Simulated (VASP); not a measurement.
Wanted: the native input for a VASP 6.6.1 run.

- Task: single point
- Functional: PBE
- Potentials or basis: VASP PAW PBE potentials, release 64 (Zn)
- Cutoff: 520 eV
- k mesh: 16 × 16 × 16
- Occupations: fermi-dirac, width 0.0612256 eV
- Spin: no spin polarisation
- Dipole correction: no
- Further INCAR settings: ALGO = Normal; EDIFF = 1e-06; NBANDS = 12

The structure of Zn lies in POSCAR:

```
Zn
1.0
    0.0000000000      2.0025724453      2.0025724453
    2.0025724453      0.0000000000      2.0025724453
    2.0025724453      2.0025724453      0.0000000000
Zn
1
Direct
    0.0000000000      0.0000000000      0.0000000000
```

These files were run (other wordings do the same):

INCAR

```
SYSTEM = Zn
ALGO = Normal
EDIFF = 1E-6
ENCUT = 520
GGA = PE
ISIF = 2
ISMEAR = -1
LASPH = .TRUE.
LCHARG = .TRUE.
LELF = .TRUE.
LREAL = .FALSE.
LVHAR = .TRUE.
LWAVE = .FALSE.
NBANDS = 12
NELM = 60
PREC = Accurate
SIGMA = 0.06122561905347299
```

KPOINTS

```
k-points
0
G
  16 16 16
  0 0 0
```

Potentials or basis: VASP PAW PBE potentials, release 64 (Zn).

Launch:

```console
$ cat potpaw_PBE.64/Zn/POTCAR > POTCAR
$ mpirun -np 1 vasp_std > vasp.out
```

Results of the run:

- Pressure: -3.1 GPa
- Band gap on the k mesh: zero (band 6 reaches 4.91 eV, above the bottom of band 7 at 1.22 eV)

It took 7.4 s on 1 thread of Intel(R) Xeon(R) 6975P-C (Granite Rapids) (shared host), peak memory 0.15 GiB.
